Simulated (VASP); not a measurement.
Write the native input for VASP 6.6.1 that does the following.

* Task: single point
* Functional: BLYP
* Potentials or basis: VASP PAW PBE potentials, release 64 (W_sv)
* Cutoff: 520 eV
* k mesh: 10 × 10 × 10
* Occupations: fermi-dirac, width 0.1 eV
* Spin: no spin polarisation
* Dipole correction: no
* Further INCAR settings: ALGO = Normal; EDIFF = 1e-06; NBANDS = 21

The structure of W lies in POSCAR:

```
W
1.0
    0.0000000000      2.8763386849      2.8763386849
    2.8763386849      0.0000000000      2.8763386849
    2.8763386849      2.8763386849      0.0000000000
W
2
Direct
    0.1250000000      0.1250000000      0.1250000000
    0.8750000000      0.8750000000      0.8750000000
```

This cell differs from its parent crystal: volume scaled by 0.92.

The input as run:

INCAR

```
SYSTEM = W
PREC     = Accurate       ! precision mode
ENCUT    = 520            ! plane-wave cutoff, eV
EDIFF    = 1E-6           ! SCF threshold, eV
ISMEAR   = -1             ! smearing method
SIGMA    = 0.1            ! smearing width, eV
LREAL    = .False.        ! projectors in reciprocal space
LASPH    = .True.         ! aspherical terms in the spheres
NELM     = 60             ! most SCF steps
ALGO     = Normal         ! electronic algorithm
ISIF     = 2              ! what is computed and relaxed
LWAVE    = .False.        ! write WAVECAR
LCHARG   = .False.        ! write CHGCAR
GGA      = B5             ! functional
ALDAX    = 1.0          
AGGAX    = 1.0          
AGGAC    = 1.0          
ALDAC    = 0.0          
NBANDS   = 21             ! bands
```

KPOINTS

```
regular mesh
0
Gamma
  10 10 10
  0 0 0
```

Potentials or basis: VASP PAW PBE potentials, release 64 (W_sv).

Run with:

```bash
$ cat potpaw_PBE.64/W_sv/POTCAR > POTCAR
$ mpirun -np 1 vasp_std > vasp.out
```

Results of the run:

* Pressure: 11.8 GPa
* Band gap on the k mesh: zero (band 14 reaches 6.64 eV, above the bottom of band 15 at 5.89 eV)

Caveat: the PAW data sets were made with another functional, which shifts forces and pressure a little; spin-orbit coupling is left out, which moves the levels of the heavy elements.

It took 28 s on 1 thread of Intel(R) Xeon(R) 6975P-C (Granite Rapids) (shared host), peak memory 0.18 GiB.
